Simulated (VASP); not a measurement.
CuO: single point with PBE+D3(BJ)

CuO:

```
Cu O
1.0
     4.13376    0.00000    0.00000
     0.00000    4.13376    0.00000
     0.00000    0.00000    3.87738
Cu O
3 3
Cartesian
  2.0669 0.0000 1.9387
  0.0000 2.0669 1.9387
  0.0000 0.0000 0.0000
  0.0000 0.0000 1.9387
  2.0669 0.0000 0.0000
  0.0000 2.0669 0.0000
```

```json
{"Program": "VASP 6.6.1", "Task": "single point", "Functional": "PBE", "Dispersion": "D3(BJ)", "Potentials or basis": "VASP PAW PBE potentials, release 64 (Cu_sv_GW, O)", "Cutoff": "820 eV", "k mesh": "7 × 7 × 7", "Occupations": "fermi-dirac, width 0.05 eV", "Spin": "no spin polarisation"}
```

```json
{
  "Pressure": "-1.1 GPa",
  "Band gap on the k mesh": "zero (an odd number of electrons rules out a gap without spin polarisation)",
  "Dispersion energy per atom": "-0.257 eV"
}
```

Stress tensor (GPa, compression positive):
```
-1.15  0.00  0.00
 0.00 -1.15  0.00
 0.00  0.00 -0.99
```

Levels at points of the mesh, in eV from the Fermi level:
| k point | band 36 | band 37 | band 38 | band 39 | band 40 | band 41 |
| --- | --- | --- | --- | --- | --- | --- |
| (0.00, 0.00, 0.00) | -1.51 | -1.51 | -1.48 | -1.38 | 1.30 | 6.13 |

Run time: 3.8 min on 1 thread of Intel(R) Xeon(R) Platinum 8488C (Sapphire Rapids), on a shared host, peak memory 0.37 GiB.

Caveat: an odd number of electrons without spin polarisation forces a metal; a magnetic or distorted state may lie lower; semilocal functionals often make such compounds metallic where correlation or magnetic order opens a gap, which also shifts bond lengths. With open d or f shells a metallic result of PBE can be an artefact of self-interaction; +U or a hybrid may open a gap.
